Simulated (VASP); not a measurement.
# Cd3S2 (R-3m) in VASP: a series of runs, part 2 of 2

VASP 6.6.1. The steps go on from the part before.

## Step 3: Single point, PBE

This run uses another cell than the first one, of 22.00 Å³/atom.

INCAR

```
SYSTEM = Cd3S2
PREC     = Accurate       ! precision mode
ENCUT    = 520            ! plane-wave cutoff, eV
EDIFF    = 1E-6           ! SCF threshold, eV
ISMEAR   = 0              ! smearing method
SIGMA    = 0.1            ! smearing width, eV
LREAL    = .False.        ! projectors in reciprocal space
LASPH    = .True.         ! aspherical terms in the spheres
NELM     = 60             ! most SCF steps
ALGO     = Normal         ! electronic algorithm
ISIF     = 2              ! what is computed and relaxed
LWAVE    = .False.        ! write WAVECAR
LCHARG   = .False.        ! write CHGCAR
GGA      = PE             ! functional
NBANDS   = 32             ! bands
```

KPOINTS

```
regular mesh
0
Gamma
  6 6 6
  0 0 0
```

POSCAR

```
Cd3S2
1.0
    1.9263622853      1.1121857840      8.5560151824
   -1.9263622853      1.1121857840      8.5560151824
    0.0000000000     -2.2243715679      8.5560151824
Cd S
3 2
Direct
    0.0000000000      0.0000000000      0.0000000000
    0.2083473685      0.2083473685      0.2083473685
    0.7916526315      0.7916526315      0.7916526315
    0.3959782791      0.3959782791      0.3959782791
    0.6040217209      0.6040217209      0.6040217209
```

Potentials or basis: VASP PAW PBE potentials, release 64 (Cd, S).

On the command line:

```
cat potpaw_PBE.64/Cd/POTCAR potpaw_PBE.64/S/POTCAR > POTCAR
mpirun -np 1 vasp_std > vasp.out
```

OUTCAR:

```text
SYSTEM = Cd3S2
   PREC = Accurate
   ENCUT = 520
   EDIFF = 1E-6
   ISMEAR = 0
   LREAL = .False.
   LASPH = .True.
   NELM = 60
   ISIF = 2
   GGA = PE

 ion  position               nearest neighbor table
   1  0.000  0.000  0.000-   5 2.74   4 2.74   5 2.74   5 2.74   4 2.74   4 2.74
   2  0.208  0.208  0.208-   5 2.74   5 2.74   5 2.74   3 3.09   3 3.09   3 3.09
   3  0.792  0.792  0.792-   4 2.74   4 2.74   4 2.74   2 3.09   2 3.09   2 3.09
   4  0.396  0.396  0.396-   3 2.74   3 2.74   3 2.74   1 2.74   1 2.74   1 2.74
   5  0.604  0.604  0.604-   2 2.74   2 2.74   2 2.74   1 2.74   1 2.74   1 2.74

  LATTYP: Found a trigonal (rhomboedric) cell.
 ALAT       =     8.8404312493
 COS(alpha) =     0.9050359939

  Lattice vectors:

 A1 = (   1.9263622853,   1.1121857840,   8.5560151824)
 A2 = (  -1.9263622853,   1.1121857840,   8.5560151824)
 A3 = (   0.0000000000,  -2.2243715679,   8.5560151824)

Analysis of symmetry for initial positions (statically):
=====================================================================
 Subroutine PRICEL returns:
 Original cell was already a primitive cell.

 Routine SETGRP: Setting up the symmetry group for a
 trigonal (rhombohedral) supercell.

 Subroutine GETGRP returns: Found 12 space group operations
 (whereof 12 operations were pure point group operations)
 out of a pool of 12 trial point group operations.

The static configuration has the point symmetry D_3d.

Analysis of symmetry for dynamics (positions and initial velocities):
=====================================================================
 Subroutine PRICEL returns:
 Original cell was already a primitive cell.

 Routine SETGRP: Setting up the symmetry group for a
 trigonal (rhombohedral) supercell.

 Subroutine GETGRP returns: Found 12 space group operations
 (whereof 12 operations were pure point group operations)
 out of a pool of 12 trial point group operations.

The dynamic configuration has the point symmetry D_3d.

 Subroutine INISYM returns: Found 12 space group operations
 (whereof 12 operations are pure point group operations),
 and found     1 'primitive' translations

----------------------------------------------------------------------------------------

                                     Primitive cell

  volume of cell :     109.9862

  direct lattice vectors                    reciprocal lattice vectors
     1.926362285  1.112185784  8.556015182     0.259556577  0.149855059  0.038958946
    -1.926362285  1.112185784  8.556015182    -0.259556577  0.149855059  0.038958946
     0.000000000 -2.224371568  8.556015182     0.000000000 -0.299710119  0.038958946

  length of vectors
     8.840431249  8.840431249  8.840431249     0.302231624  0.302231624  0.302231624

  position of ions in fractional coordinates (direct lattice)
     0.000000000  0.000000000  0.000000000
     0.208347369  0.208347369  0.208347369
     0.791652631  0.791652631  0.791652631
     0.395978279  0.395978279  0.395978279
     0.604021721  0.604021721  0.604021721

  ion indices of the primitive-cell ions
   primitive index   ion index
                 1           1
                 2           2
                 3           3
                 4           4
                 5           5

----------------------------------------------------------------------------------------

 KPOINTS: regular mesh

Automatic generation of k-mesh.
 Grid dimensions read from file:
 generate k-points for:    6    6    6

 Generating k-lattice:

  Cartesian coordinates                     Fractional coordinates (reciprocal lattice)
     0.043259429  0.024975843  0.006493158     0.166666667  0.000000000 -0.000000000
    -0.043259429  0.024975843  0.006493158     0.000000000  0.166666667 -0.000000000
     0.000000000 -0.049951686  0.006493158     0.000000000  0.000000000  0.166666667

  Length of vectors
     0.050371937  0.050371937  0.050371937

  Shift w.r.t. Gamma in fractional coordinates (k-lattice)
     0.000000000  0.000000000  0.000000000

 Subroutine IBZKPT returns following result:
 ===========================================

 Found     32 irreducible k-points:

 Following reciprocal coordinates:
            Coordinates               Weight
  0.000000  0.000000  0.000000      1.000000
  0.166667 -0.000000  0.000000      6.000000
  0.333333 -0.000000  0.000000      6.000000
  0.500000 -0.000000  0.000000      3.000000
  0.166667  0.166667  0.000000      6.000000
  0.333333  0.166667  0.000000     12.000000
[... 16 lines left out ...]
  0.500000  0.500000  0.166667      6.000000
 -0.333333  0.500000  0.166667     12.000000
 [... further k-points ...]
   k-points           NKPTS =     32   k-points in BZ     NKDIM =     32   number of bands    NBANDS=     32
   number of dos      NEDOS =    301   number of ions     NIONS =      5
   total plane-waves  NPLWV = 343000
   dimension x,y,z NGX =    70 NGY =   70 NGZ =   70
   dimension x,y,z NGXF=   140 NGYF=  140 NGZF=  140
   ions per type =               3   2
   NGX,Y,Z   is equivalent  to a cutoff of  13.16, 13.16, 13.16 a.u.
   NGXF,Y,Z  is equivalent  to a cutoff of  26.33, 26.33, 26.33 a.u.
 SYSTEM =  Cd3S2
   PREC   = accura    normal or accurate (medium, high low for compatibility)
   ISTART =      0    job   : 0-new  1-cont  2-samecut
   ICHARG =      2    charge: 1-file 2-atom 10-const
   ISPIN  =      1    spin polarized calculation?
   LNONCOLLINEAR =      F non collinear calculations
   LSORBIT =      F    spin-orbit coupling
   LASPH  =      T    aspherical Exc in radial PAW
   ENCUT  =  520.0 eV  38.22 Ry    6.18 a.u.  16.44 16.44 16.44*2*pi/ulx,y,z
   NELM   =     60;   NELMIN=  2; NELMDL= -5     # of ELM steps
   EDIFF  = 0.1E-05   stopping-criterion for ELM
   LREAL  =      F    real-space projection
   EDIFFG = 0.1E-04   stopping-criterion for IOM
   NSW    =      0    number of steps for IOM
   IBRION =     -1    ionic relax: 0-MD 1-quasi-New 2-CG
   NFREE  =      0    steps in history (QN), initial steepest desc. (CG)
   ISIF   =      2    stress and relaxation
   ISYM   =      2    0-nonsym 1-usesym 2-fastsym
   POTIM  = 0.5000    time-step for ionic-motion
   TEBEG  =    0.0;   TEEND  =   0.0 temperature during run
   PSTRESS=    0.0 pullay stress
   NELECT =      48.0000    total number of electrons
   NUPDOWN=      -1.0000    fix difference up-down
   EMIN   =  10.00;   EMAX   =-10.00  energy-range for DOS
   EFERMI =   0.00;   METHOD = LEGACY
   ISMEAR =     0;   SIGMA  =   0.10  broadening in eV -4-tet -1-fermi 0-gaus
   EFERMI_NEDOS =   21; number of points for ismear=-14 and -15
   IALGO  =     38    algorithm
   IMIX   =      4    mixing-type and parameters
     AMIX     =   0.40;   BMIX     =  1.00
     AMIX_MAG =   1.60;   BMIX_MAG =  1.00
  volume/ion in A,a.u.               =      22.00       148.44
  Fermi-wavevector in a.u.,A,eV,Ry     =   1.241774  2.346612 20.980218  1.542003
  Thomas-Fermi vector in A             =   2.376157
   LORBIT       =      0    0 simple, 1 ext, 2 COOP (PROOUT), +10 PAW based schemes
   GGA     = PE    functional components
   LHFCALC =     F    Hartree Fock is set to
   AEXX    =    0.0000 exact exchange contribution
   IVDW    =     0    specifies the selected vdW correction
   LEPSILON=     F    determine dielectric tensor
   LRPA    =     F    only Hartree local field effects (RPA)
 non-spin polarized calculation
 Gauss-broadening in eV      SIGMA  =   0.10
  energy-cutoff  :      520.00
  volume of cell :      109.99
 maximum number of plane-waves:      2980
 NGX is ok and might be reduce to    70
   NGX = 33   NGY = 33   NGZ = 33

 number of electron      48.0000001 magnetization

 Free energy of the ion-electron system (eV)
  ---------------------------------------------------
  ext. energy  EPLUGINS =         0.00000000
  ---------------------------------------------------
  free energy    TOTEN  =       -12.32315937 eV

  energy without entropy =      -12.32180735  energy(sigma->0) =      -12.32248336

 E-fermi :   2.7771     XC(G=0): -10.2066

 val. band max:        2.6746670275   @ k =  -0.1667   0.5000   0.1667
 cond. band min:       2.8360461870   @ k =   0.5000   0.5000   0.0000
 fundamental gap:      0.1613791596
 Fermi energy:         2.7770823996

 k-point     1 :       0.0000    0.0000    0.0000
  band No.  band energies     occupation
      1     -10.3461      2.00000
      2      -9.7817      2.00000
      3      -5.7588      2.00000
      4      -5.7588      2.00000
      5      -5.6422      2.00000
      6      -5.5028      2.00000
[... 829 lines left out ...]
     31       9.4136      0.00000
     32       9.6361      0.00000

 [... further k-points ...]
[... 5 lines left out ...]
  --------------------------------------------------------------------------------------
  -------------------------------------------------------------------------------------
  Total        0.0522933      0.0522933      0.1105104      0.0000000      0.0000000      0.0000000
  in kB        0.7617611      0.7617611      1.6098137      0.0000000      0.0000000      0.0000000
  external PRESSURE =       1.0444453 kB  Pullay stress =       0.0000000 kB

 VOLUME and BASIS-vectors are now :
 -----------------------------------------------------------------------------
  energy-cutoff  :      520.00
  volume of cell :      109.99
      direct lattice vectors                 reciprocal lattice vectors
     1.926362285  1.112185784  8.556015182     0.259556577  0.149855059  0.038958946
    -1.926362285  1.112185784  8.556015182    -0.259556577  0.149855059  0.038958946
     0.000000000 -2.224371568  8.556015182     0.000000000 -0.299710119  0.038958946

 POSITION                                       TOTAL-FORCE (eV/Angst)
 -----------------------------------------------------------------------------------
      0.00000      0.00000      0.00000         0.000000     -0.000000     -0.000000
      0.00000      0.00000      5.34787         0.000000     -0.000000     -0.022859
      0.00000      0.00000     20.32018         0.000000      0.000000      0.022859
      0.00000      0.00000     10.16399         0.000000     -0.000000     -0.038569
      0.00000      0.00000     15.50406         0.000000      0.000000      0.038569
 -----------------------------------------------------------------------------------
    total drift:                               -0.000000     -0.000000      0.000000

  FREE ENERGIE OF THE ION-ELECTRON SYSTEM (eV)
  ---------------------------------------------------
  free  energy   TOTEN  =       -12.3231593651 eV

  energy  without entropy=      -12.3218073522  energy(sigma->0) =      -12.32248336
```

Run time: 4.5 min. Hardware: 1 thread of Intel Xeon 6975P-C (Granite Rapids), shared host; peak memory 0.68 GiB.

What came out:

```
Free energy            : -12.3232 eV
Pressure               : 0.1 GPa
Largest force          : 0.039 eV/Å
Band gap on the k mesh : 0.16 eV (least direct gap 0.40 eV)
```

Forces on the atoms (eV/Å):
```
Cd   0.000  0.000  0.000
Cd   0.000  0.000 -0.023
Cd   0.000  0.000  0.023
S    0.000  0.000 -0.039
S    0.000  0.000  0.039
```

Stress tensor (GPa, compression positive):
```
0.08 0.00 0.00
0.00 0.08 0.00
0.00 0.00 0.16
```

Caveat: semilocal functionals underestimate gaps, and a narrow one can read as zero. A k mesh can miss the band edges.

## Step 4: Relaxation of cell and atoms, PBE

INCAR

```
PREC = Accurate
ENCUT = 600
EDIFF = 1E-6
ISMEAR = 0
SIGMA = 0.1
LREAL = F
LASPH = T
NELM = 80
ALGO = Normal
ISIF = 3
LWAVE = F
LCHARG = F
GGA = PE
IBRION = 2
NSW = 90
EDIFFG = -0.04
```

KPOINTS

```
Automatic mesh
0
Gamma
  6 6 6
```

POSCAR

```
Cd3S2
1.0
    1.9291091605      1.1137716931      8.9423995102
   -1.9291091605      1.1137716931      8.9423995102
    0.0000000000     -2.2275433861      8.9423995102
Cd S
3 2
Direct
    0.0000000000      0.0000000000      0.0000000000
    0.2095000000      0.2095000000      0.2095000000
    0.7905000000      0.7905000000      0.7905000000
    0.4000000000      0.4000000000      0.4000000000
    0.6000000000      0.6000000000      0.6000000000
```

On the command line:

```
cat potpaw_PBE.64/Cd/POTCAR potpaw_PBE.64/S/POTCAR > POTCAR
mpirun -np 1 vasp_std > vasp.out
```

It took 33 min on 1 thread of Intel Xeon 6975P-C (Granite Rapids), shared host; peak memory 1.1 GiB.

It converged, with:

| Quantity | Value |
| --- | --- |
| Free energy | -12.3248 eV |
| Relaxed volume | 22.02 Å³/atom |
| Relaxed cell | a = 8.851 Å, b = 8.851 Å, c = 8.851 Å, α = 25.14°, β = 25.14°, γ = 25.14° |
| Space group after relaxing (to 0.1 Å) | R-3m (No. 166) |
| Energy gained by relaxing | 31.3 meV/atom |
| Ionic steps | 8 |
| Pressure after relaxing | -0.1 GPa |
| Largest force after relaxing | 0.038 eV/Å |
| Band gap on the k mesh | 0.17 eV (least direct gap 0.40 eV) |

Forces on the atoms (eV/Å):
```
Cd   0.000  0.000  0.000
Cd   0.000  0.000  0.015
Cd   0.000  0.000 -0.015
S    0.000  0.000 -0.038
S    0.000  0.000  0.038
```

The path:
```tsv
step	energy change (eV)	largest force (eV/Å)	pressure (GPa)	volume (Å³)
1	0.0000	0.7053	-2.16	115.28
2	-0.1026	0.5516	0.16	110.15
3	-0.1147	0.4523	1.51	107.74
4	-0.1529	0.1202	0.49	109.06
5	-0.1549	0.0683	0.25	109.44
6	-0.1560	0.0493	-0.04	110.01
7	-0.1560	0.0437	-0.14	110.21
8	-0.1566	0.0375	-0.05	110.10
```

Final structure:
```
CELL_PARAMETERS angstrom
1.92612 1.11205 8.56689
-1.92612 1.11205 8.56689
0.00000 -2.22410 8.56689
ATOMIC_POSITIONS crystal
Cd 0.00000 0.00000 0.00000
Cd 0.20813 0.20813 0.20813
Cd 0.79187 0.79187 0.79187
S 0.39605 0.39605 0.39605
S 0.60395 0.60395 0.60395
```

Levels at points of the mesh, in eV from the valence-band top:
```tsv
k point	band 20	band 21	band 22	band 23	band 24	band 25	band 26	band 27	band 28
(0.00, 0.00, 0.00)	-2.70	-0.95	-0.95	-0.63	-0.63	2.54	2.73	5.79	6.52
(0.50, 0.00, 0.00)	-3.34	-2.16	-1.97	-1.19	-0.88	0.80	2.18	3.11	5.11
(0.50, 0.50, 0.00)	-2.81	-2.37	-2.13	-0.98	-0.78	0.17	2.37	3.26	4.80
(0.50, 0.50, 0.50)	-0.98	-0.98	-0.64	-0.59	-0.59	0.80	3.37	5.86	5.88
```

Caveat: semilocal functionals underestimate gaps, and a narrow one can read as zero.

## Step 5: Overview

| task | cell | cutoff (eV) | gap on the mesh (eV) | pressure (GPa) | largest force (eV/Å) |
| --- | --- | --- | --- | --- | --- |
| single point | a = 9.216 Å, angles 24.2°, 5 atoms, atomic positions A | 520 | none | -2.1 | 0.71 |
| single point | a = 8.840 Å, angles 25.2°, 5 atoms, atomic positions B | 520 | 0.16 | 0.1 | 0.04 |
| relaxation of cell and atoms | relaxed from a = 9.216 Å, angles 24.2°, 5 atoms, atomic positions A | 600 | 0.17 | -0.1 | 0.04 |

Alike in all rows: level PBE; potentials or basis VASP PAW PBE potentials, release 64 (Cd, S); no spin polarisation; k mesh 6 × 6 × 6; smearing gaussian 0.1 eV.

Caveats: semilocal functionals underestimate gaps, and a narrow one can read as zero.

Absolute energies hang on the potentials; compare differences alone.

The gap in the log of VASP goes by the Fermi energy; the results here count the filled bands.